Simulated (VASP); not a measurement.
**MoS2 under changes of volume**

One of the cells (17.872 Å³/atom); the others are scaled copies at fixed shape and fractional positions:

```xyz
3
Lattice="1.5718 0.9075 6.2649 -1.5718 0.9075 6.2649 0.0000 -1.8149 6.2649" Properties=species:S:1:pos:R:3 pbc="T T T"
Mo    0.0000    0.0000    0.0019
S     0.0000    0.0000    7.8247
S     0.0000    0.0000    4.7094
```

| Quantity | Value |
| --- | --- |
| Program | VASP 6.6.1 |
| Functional | PBEsol |
| Potentials or basis | VASP PAW PBE potentials, release 64 (Mo_sv, S) |
| Cutoff | 520 eV |
| k mesh | 8 × 8 × 8 |
| Occupations | gaussian, width 0.02 eV |
| Spin | no spin polarisation |

```tsv
volume (Å³/atom)	energy over the lowest point (meV/atom)	pressure (GPa)	gap on the mesh (eV)	largest force (eV/Å)
17.157	?	?	?	?
17.514	3.74	3.3	1.10	0.355
17.872	0.00	0.0	1.11	0.006
18.229	3.13	-2.9	1.11	0.318
18.587	12.44	-5.5	1.12	0.618
```

Q: What does the run at 17.157 Å³/atom give?

A: Energy over the lowest point 15.14 meV/atom; pressure 6.9 GPa; gap on the mesh 1.09 eV; largest force 0.731 eV/Å.

Worked out: A Birch-Murnaghan fit of order 2 (a polynomial in V^(-2/3)) to the other rows has its minimum at 17.88 Å³/atom with B0 = V·E''(V) = 153 GPa at fixed shape and positions, which overstates the stiffness. It gives 15.01 meV/atom at 17.157 Å³/atom, against the run's 15.14, and -dE/dV = 6.9 GPa, against 6.9. A straight line through the other rows of the gap, of slope 0.303 eV per unit of ln V, extrapolates to 1.09 eV, against the run's 1.09.

Energies are extrapolated to zero smearing.

Caveats: the PAW data sets were made with another functional, which shifts forces and pressure a little; the cell stands under pressure (at least some runs); the cell stands under tension (at least some runs).

A mesh can miss the band edges. Spin-orbit coupling on Mo is left out.
